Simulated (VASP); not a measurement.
# Si8O15 (a cell with a defect) in VASP: further runs

Runs on Si8O15 (a cell with a defect). Level: PBE. Tasks: single point.

Program: VASP 6.6.1. These are calculated values, not measurements. Logs are shortened: lines on timing, memory, paths and dates and some standing lists are left out, and cuts for length are marked.

### Step 1. The cell of the first run

The cell holds a defect, 23 atoms: a = 5.878 Å, b = 5.878 Å, c = 5.320 Å, α = 90.00°, β = 90.00°, γ = 90.00°.

### Step 2. Single point, PBE, collinear spin

INCAR

```
ALGO     = Normal         # electronic algorithm
EDIFF    = 1E-6           # SCF threshold, eV
ENCUT    = 520            # plane-wave cutoff, eV
GGA      = PE             # functional
ISIF     = 2              # what is computed and relaxed
ISMEAR   = 0              # smearing method
ISPIN    = 2              # spin polarisation
LASPH    = T              # aspherical terms in the spheres
LCHARG   = F              # write CHGCAR
LORBIT   = 11             # projections on sites
LREAL    = Auto         
LWAVE    = F              # write WAVECAR
MAGMOM   = 0 0 0 0 0 0 0 0 0 0 0 0 0 0 0 0 0 0 0 0 0 0.05 0 # initial moments
NBANDS   = 82             # bands
NELECT   = 121.0        
NELM     = 150            # most SCF steps
PREC     = Accurate       # precision mode
SIGMA    = 0.02           # smearing width, eV
```

KPOINTS

```
k-points
0
Gamma
  2 2 3
```

POSCAR

```
Si8O15
1.0
   -4.1564000000     -4.1564000000      0.0000000000
    4.1564000000     -4.1564000000      0.0000000000
    0.0000000000      0.0000000000      5.3204000000
Si O
8 15
Direct
    0.5013623568      0.4957069820      0.0133696715
    0.0012620296      0.4993490761      0.2505103000
    0.5013320422      0.4956906217      0.4876473573
    0.0013453951      0.5006368492      0.7505129314
    0.0012530074      0.0024485131     -0.0004270356
    0.5012627514      0.0010110913      0.2505059770
    0.0012456693      0.0024498364      0.5014382377
    0.5012057309     -0.0275624338      0.7505003383
    0.1983858628      0.4972254836      0.0020167657
    0.0012645559      0.1945342123      0.2505065409
    0.8040672216      0.4970736695      0.0019239155
    0.0010288952      0.8068697671      0.2505074806
    0.1983838177      0.4972270474      0.4990021427
    0.0013533346      0.1971764027      0.7505078566
    0.8040630113      0.4970773987      0.4990933013
    0.0010927726      0.8054636224      0.7505056011
    0.6930058464      0.0033369021     -0.0051217954
    0.5013579059      0.6978142142      0.2505112398
    0.3094148783      0.0030326725     -0.0050802571
    0.5010251660      0.3001024925      0.2505005263
    0.6930052449      0.0033420749      0.5061335614
    0.5009906409      0.6516890819      0.7504736486
    0.3094142768      0.0030383264      0.5060916472
```

Potentials or basis: VASP PAW PBE potentials, release 64 (Si, O).

The run is started by

```
cat potpaw_PBE.64/Si/POTCAR potpaw_PBE.64/O/POTCAR > POTCAR
mpirun -np 1 vasp_std > vasp.out
```

OUTCAR:

```text
EDIFF = 1E-6
   ENCUT = 520
   GGA = PE
   ISIF = 2
   ISMEAR = 0
   ISPIN = 2
   LASPH = T
   LORBIT = 11
   LREAL = Auto
   NELECT = 121.0
   NELM = 150
   PREC = Accurate

 ion  position               nearest neighbor table
   1  0.501  0.496  0.013-  22 1.67  20 1.71  18 1.73  11 1.78   9 1.78   3 2.52   3 2.80   8 3.13

   2  0.001  0.499  0.251-  13 1.76   9 1.76  11 1.76  15 1.76  10 1.79  12 1.81   4 2.66   4 2.66

   3  0.501  0.496  0.488-  22 1.67  20 1.71  18 1.73  15 1.78  13 1.78   1 2.52   1 2.80   8 3.13
[... 12 lines left out ...]
  10  0.001  0.195  0.251-   7 1.75   5 1.75   2 1.79
  11  0.804  0.497  0.002-   2 1.76   4 1.77   1 1.78
  12  0.001  0.807  0.251-   7 1.76   5 1.76   2 1.81
  13  0.198  0.497  0.499-   2 1.76   4 1.77   3 1.78
  14  0.001  0.197  0.751-   5 1.75   7 1.75   4 1.78
  15  0.804  0.497  0.499-   2 1.76   4 1.77   3 1.78
  16  0.001  0.805  0.751-   5 1.76   7 1.76   4 1.79
  17  0.693  0.003  0.995-   8 1.73   6 1.77   5 1.81
  18  0.501  0.698  0.251-   1 1.73   3 1.73   6 1.78
  19  0.309  0.003  0.995-   8 1.73   6 1.77   5 1.81
  20  0.501  0.300  0.251-   3 1.71   1 1.71   6 1.76
  21  0.693  0.003  0.506-   8 1.73   6 1.77   7 1.81
  22  0.501  0.652  0.750-   3 1.67   1 1.67   8 1.89
  23  0.309  0.003  0.506-   8 1.73   6 1.77   7 1.81

  LATTYP: Found a simple tetragonal cell.
 ALAT       =     5.8780372506
 C/A-ratio  =     0.9051320659

  Lattice vectors:

 A1 = (  -4.1564000000,  -4.1564000000,   0.0000000000)
 A2 = (   4.1564000000,  -4.1564000000,   0.0000000000)
 A3 = (   0.0000000000,   0.0000000000,   5.3204000000)

Analysis of symmetry for initial positions (statically):
=====================================================================
 Subroutine PRICEL returns:
 Original cell was already a primitive cell.

 Routine SETGRP: Setting up the symmetry group for a
 simple tetragonal supercell.

 Subroutine GETGRP returns: Found  1 space group operations
 (whereof  1 operations were pure point group operations)
 out of a pool of 16 trial point group operations.

The static configuration has the point symmetry C_1 .

Analysis of symmetry for dynamics (positions and initial velocities):
=====================================================================
 Subroutine PRICEL returns:
 Original cell was already a primitive cell.

 Routine SETGRP: Setting up the symmetry group for a
 simple tetragonal supercell.

 Subroutine GETGRP returns: Found  1 space group operations
 (whereof  1 operations were pure point group operations)
 out of a pool of 16 trial point group operations.
[... 183 lines left out ...]
  ext. energy  EPLUGINS =         0.00000000
  ---------------------------------------------------
  free energy    TOTEN  =      -183.05656719 eV

  energy without entropy =     -183.05656719  energy(sigma->0) =     -183.05656719

 E-fermi :   9.9428     XC(G=0): -12.0654

 val. band max:        9.8472571368   @ k =   0.5000   0.5000   0.3333
 cond. band min:      10.3857750402   @ k =   0.0000   0.0000   0.0000
 fundamental gap:      0.5385179034
 Fermi energy:         9.9427802571

 spin component 1

 k-point     1 :       0.0000    0.0000    0.0000
  band No.  band energies     occupation
      1     -14.5238      1.00000
      2     -12.9205      1.00000
      3     -12.7533      1.00000
      4     -12.1729      1.00000
      5     -11.9329      1.00000
      6     -11.4498      1.00000
[... 589 lines left out ...]
     71      17.7374      0.00000
     72      18.0706      0.00000
 Fermi energy:         9.9427802571

 spin component 2

 k-point     1 :       0.0000    0.0000    0.0000
  band No.  band energies     occupation
      1     -14.4916      1.00000
      2     -12.8867      1.00000
      3     -12.7321      1.00000
      4     -12.1053      1.00000
      5     -11.8976      1.00000
      6     -11.4190      1.00000
[... 589 lines left out ...]
     71      17.8927      0.00000
     72      18.1317      0.00000
 [bands above 72 left out]

------------------------ aborting loop because EDIFF is reached ----------------------------------------

  FORCE on cell =-STRESS in cart. coord.  units (eV):
  Direction    XX          YY          ZZ          XY          YZ          ZX
  --------------------------------------------------------------------------------------
  -------------------------------------------------------------------------------------
  Total        1.0404161      0.9998598      7.8174464     -0.8327737     -0.0078029      0.0048829
  in kB        9.0679411      8.7144649     68.1344164     -7.2581954     -0.0680074      0.0425575
  external PRESSURE =      28.6389408 kB  Pullay stress =       0.0000000 kB

 VOLUME and BASIS-vectors are now :
 -----------------------------------------------------------------------------
  energy-cutoff  :      520.00
  volume of cell :      183.83
      direct lattice vectors                 reciprocal lattice vectors
    -4.156400000 -4.156400000  0.000000000    -0.120296410 -0.120296410  0.000000000
     4.156400000 -4.156400000  0.000000000     0.120296410 -0.120296410  0.000000000
     0.000000000  0.000000000  5.320400000     0.000000000  0.000000000  0.187955793

 POSITION                                       TOTAL-FORCE (eV/Angst)
 -----------------------------------------------------------------------------------
     -0.02351     -4.14422      0.07113         0.057242     -0.036735     -0.666810
      2.07025     -2.08074      1.33282        -0.102557      0.110090      0.000235
     -0.02345     -4.14403      2.59448         0.053773     -0.038168      0.661958
      2.07525     -2.08644      3.99303        -0.067192      0.078137     -0.000872
      0.00497     -0.01538      5.31813        -0.082970      0.089849     -0.065927
     -2.07925     -2.08765      1.33279        -0.113975      0.122154     -0.000252
[... 15 lines left out ...]
      0.62636     -4.79100      3.99282         2.438835     -2.464063      0.008615
     -1.27342     -1.29868      2.69261        -0.137461      0.142776      0.069144
 -----------------------------------------------------------------------------------
    total drift:                               -0.006424     -0.008145      0.005737

  FREE ENERGIE OF THE ION-ELECTRON SYSTEM (eV)
  ---------------------------------------------------
  free  energy   TOTEN  =      -183.0565671924 eV

  energy  without entropy=     -183.0565671924  energy(sigma->0) =     -183.05656719

 total charge

# of ion       s       p       d       tot
------------------------------------------
    1        0.608   0.888   0.000   1.496
    2        0.586   0.874   0.000   1.460
    3        0.608   0.888   0.000   1.496
    4        0.580   0.862   0.000   1.443
    5        0.585   0.871   0.000   1.456
    6        0.584   0.876   0.000   1.460
[... 15 lines left out ...]
   22        1.559   3.711   0.000   5.270
   23        1.553   3.671   0.000   5.224
--------------------------------------------------
tot         28.009  62.302   0.000  90.311

 magnetization (x)

# of ion       s       p       d       tot
------------------------------------------
    1        0.022   0.045   0.000   0.067
    2        0.003   0.003   0.000   0.006
    3        0.022   0.045   0.000   0.067
    4       -0.000  -0.000   0.000  -0.000
    5        0.000   0.000   0.000   0.000
    6       -0.000   0.000   0.000  -0.000
[... 15 lines left out ...]
   22        0.011   0.033   0.000   0.045
   23        0.002   0.021   0.000   0.023
--------------------------------------------------
tot          0.093   0.312   0.000   0.405
```

OSZICAR:

```text
N       E                     dE             d eps       ncg     rms          rms(c)
DAV:   1     0.630881188808E+03    0.63088E+03   -0.67065E+04  2624   0.143E+03
DAV:   2    -0.161078730800E+03   -0.79196E+03   -0.77110E+03  3090   0.326E+02
DAV:   3    -0.199848385427E+03   -0.38770E+02   -0.38542E+02  3328   0.724E+01
DAV:   4    -0.200221516765E+03   -0.37313E+00   -0.37243E+00  3248   0.790E+00
DAV:   5    -0.200225471586E+03   -0.39548E-02   -0.39528E-02  3208   0.769E-01    0.346E+01
DAV:   6    -0.182754234151E+03    0.17471E+02   -0.62328E+01  3040   0.280E+01    0.161E+01
DAV:   7    -0.182818553013E+03   -0.64319E-01   -0.24727E+00  3200   0.540E+00    0.577E+00
DAV:   8    -0.182864735585E+03   -0.46183E-01   -0.10950E-01  3088   0.151E+00    0.241E+00
DAV:   9    -0.182990091989E+03   -0.12536E+00   -0.15434E-01  2920   0.127E+00    0.749E-01
DAV:  10    -0.183052110406E+03   -0.62018E-01   -0.65258E-02  3104   0.600E-01    0.399E-01
DAV:  11    -0.183054632334E+03   -0.25219E-02   -0.10450E-02  3168   0.316E-01    0.273E-01
DAV:  12    -0.183054678300E+03   -0.45966E-04   -0.94836E-03  2880   0.268E-01    0.229E-01
DAV:  13    -0.183056509212E+03   -0.18309E-02   -0.13032E-03  2920   0.103E-01    0.742E-02
DAV:  14    -0.183056542390E+03   -0.33177E-04   -0.15081E-04  3064   0.384E-02    0.251E-02
DAV:  15    -0.183056553879E+03   -0.11489E-04   -0.72810E-05  2936   0.248E-02    0.156E-02
DAV:  16    -0.183056567180E+03   -0.13302E-04   -0.10609E-05  2880   0.968E-03    0.433E-03
DAV:  17    -0.183056567192E+03   -0.12229E-07   -0.11696E-06  2432   0.410E-03
   1 F= -.18305657E+03 E0= -.18305657E+03  d E =-.116491E-12  mag=     0.9999
```

stdout:

```text
POSCAR found type information on POSCAR SiO
 POSCAR found :  2 types and      23 ions
 scaLAPACK will be used
 LDA part: xc-table for (Slater+PW92), standard interpolation
 POSCAR, INCAR and KPOINTS ok, starting setup
 FFT: planning ... GRIDC
 FFT: planning ... GRID_SOFT
 FFT: planning ... GRID
 WAVECAR not read
 entering main loop
 the old and the new charge density differ
 old charge density:   122.00000 new  121.00000
    0.346E+01
```

Wall time 8.2 min (1 thread of Intel Xeon Platinum 8488C (Sapphire Rapids), shared host); peak memory 0.42 GiB.

What came out:

```
Free energy                                           : -183.0566 eV
Largest force                                         : 3.467 eV/Å
Net moment                                            : 1.00 μB per cell
Site moments                                          : Si +0.07, +0.01, -0.00, +0.00, +0.04; O +0.02, +0.00, +0.01, -0.00, +0.04 μB
Valence electrons inside the program's atomic spheres : Si 1.50, 1.46, 1.44; O 5.23, 5.25, 5.22, 5.24, 5.26, 5.28, 5.27
```

Forces on the atoms (eV/Å):
```
Si   0.057 -0.037 -0.667
Si  -0.103  0.110  0.000
Si   0.054 -0.038  0.662
Si  -0.067  0.078 -0.001
Si  -0.083  0.090 -0.066
Si  -0.114  0.122  0.000
Si  -0.084  0.090  0.067
Si  -0.301  0.303  0.000
O   -0.189  0.051 -0.224
O   -0.089  0.086  0.000
O   -0.051  0.187 -0.219
O   -0.182  0.176  0.001
O   -0.190  0.053  0.224
O   -0.091  0.085  0.001
O   -0.055  0.188  0.218
O   -0.115  0.108  0.001
O   -0.148  0.141 -0.076
O   -0.193  0.187 -0.002
O   -0.137  0.143 -0.072
O   -0.074  0.057  0.001
O   -0.148  0.141  0.075
O    2.439 -2.464  0.009
O   -0.137  0.143  0.069
```

Caveat: the k points lie up to 0.53 Å⁻¹ apart; the cell carries a net charge on a neutralising background, which shifts energy and pressure; the cell is charged against a uniform background, so pressure and absolute levels hang on convention.

### Step 3. Single point, PBE, collinear spin

INCAR

```
PREC = Accurate
ENCUT = 520
EDIFF = 1E-7
ISMEAR = 0
SIGMA = 0.02
LREAL = Auto
LASPH = True
NELM = 150
ALGO = Normal
ISIF = 2
LWAVE = False
LCHARG = True
ISPIN = 2
MAGMOM = 0 0 0 0 0 0 0 0 0 0 0 0 0 0 0 0 0 0 0 0 0 0.05 0
LORBIT = 11
GGA = PE
LELF = True
LVHAR = True
NBANDS = 82
NELECT = 121.0
```

KPOINTS

```
Automatic mesh
0
Gamma
  2 2 3
```

POSCAR

```
Si8O15
1.0
   -4.1564000000     -4.1564000000      0.0000000000
    4.1564000000     -4.1564000000      0.0000000000
    0.0000000000      0.0000000000      5.3204000000
Si O
8 15
Direct
    0.5013546579      0.4930436195      0.0206379220
    0.0011131027      0.4992465836      0.2504369972
    0.5012925849      0.4930448224      0.4802420871
    0.0012925849      0.4998629824      0.7504475227
    0.0010931335      0.0020179723      0.0000543192
    0.5011063661      0.0010625782      0.2504362454
    0.0010823068      0.0020182129      0.5008157281
    0.5010452555     -0.0256992830      0.7504285392
    0.1975946733      0.4971587191      0.0049043305
    0.0010737658      0.1938287941      0.2504356815
    0.8044484410      0.4969943942      0.0047362980
    0.0008024974      0.8069999278      0.2504362454
    0.1976005678      0.4971653354      0.4959813172
    0.0011829949      0.1968525647      0.7504381250
    0.8044364113      0.4970044991      0.4961465303
    0.0008951256      0.8050891396      0.7504354936
    0.6929520739      0.0038143586     -0.0043417788
    0.5011892503      0.6990831008      0.2504437636
    0.3091366327      0.0034398759     -0.0043092625
    0.5007665287      0.2983370224      0.2504366213
    0.6929481041      0.0038156818      0.5052112623
    0.5005596189      0.6118479935      0.7503366288
    0.3091386777      0.0034424021      0.5051779941
```

Potentials or basis: VASP PAW PBE potentials, release 64 (Si, O).

The run is started by

```
cat potpaw_PBE.64/Si/POTCAR potpaw_PBE.64/O/POTCAR > POTCAR
mpirun -np 1 vasp_std > vasp.out
```

It took 8.7 min on 1 thread of Intel Xeon Platinum 8488C (Sapphire Rapids), shared host; peak memory 0.42 GiB.

The run converged. Its results:

* Free energy: -181.7035 eV
* Largest force: 5.514 eV/Å
* Net moment: 0.00 μB per cell
* Valence electrons inside the program's atomic spheres: Si 1.55, 1.49, 1.43, 1.46, 1.47, 1.44; O 5.24, 5.25, 5.23, 5.22, 5.27, 5.31

Forces in eV/Å, atoms in the order of the input:
```
Si  -0.277  0.315 -0.876
Si  -0.076  0.087  0.003
Si  -0.289  0.318  0.847
Si  -0.050  0.067 -0.003
Si  -0.102  0.109 -0.055
Si  -0.281  0.293  0.000
Si  -0.104  0.110  0.055
Si   0.581 -0.573  0.001
O   -0.188  0.116 -0.226
O   -0.098  0.096  0.000
O   -0.122  0.178 -0.221
O   -0.127  0.120  0.000
O   -0.184  0.122  0.223
O   -0.110  0.102  0.001
O   -0.128  0.175  0.218
O   -0.101  0.094  0.001
O   -0.402  0.418 -0.118
O   -0.354  0.343 -0.004
O   -0.411  0.397 -0.115
O   -0.242  0.221  0.001
O   -0.403  0.415  0.117
O    3.878 -3.921  0.038
O   -0.410  0.397  0.112
```

Levels at points of the mesh, in eV from the Fermi level:
Spin up:
| k point | band 59 | band 60 | band 61 | band 62 | band 63 | band 64 |
| --- | --- | --- | --- | --- | --- | --- |
| (0.00, 0.00, 0.00) | -3.86 | -3.06 | -0.74 | 2.94 | 3.38 | 3.66 |
| (0.50, 0.00, 0.00) | -3.86 | -3.69 | -0.20 | 3.21 | 3.62 | 4.19 |
| (0.00, 0.50, 0.00) | -3.90 | -3.45 | -0.35 | 2.15 | 3.56 | 4.19 |
| (0.50, 0.50, 0.00) | -4.01 | -3.91 | -0.18 | 2.40 | 4.22 | 4.94 |
Spin down:
| k point | band 57 | band 58 | band 59 | band 60 | band 61 | band 62 | band 63 | band 64 | band 65 | band 66 |
| --- | --- | --- | --- | --- | --- | --- | --- | --- | --- | --- |
| (0.00, 0.00, 0.00) | -4.37 | -4.15 | -3.86 | -3.06 | -0.74 | 2.94 | 3.38 | 3.66 | 3.66 | 4.32 |
| (0.50, 0.00, 0.00) | -4.74 | -4.52 | -3.86 | -3.69 | -0.20 | 3.21 | 3.62 | 4.19 | 4.26 | 4.67 |
| (0.00, 0.50, 0.00) | -4.55 | -4.14 | -3.90 | -3.45 | -0.35 | 2.15 | 3.56 | 4.19 | 4.35 | 5.01 |
| (0.50, 0.50, 0.00) | -4.43 | -4.26 | -4.01 | -3.91 | -0.18 | 2.40 | 4.22 | 4.94 | 5.01 | 5.21 |

Caveat: the k points lie up to 0.53 Å⁻¹ apart; the cell carries a net charge on a neutralising background, which shifts energy and pressure; the cell is charged against a uniform background, so pressure and absolute levels hang on convention.
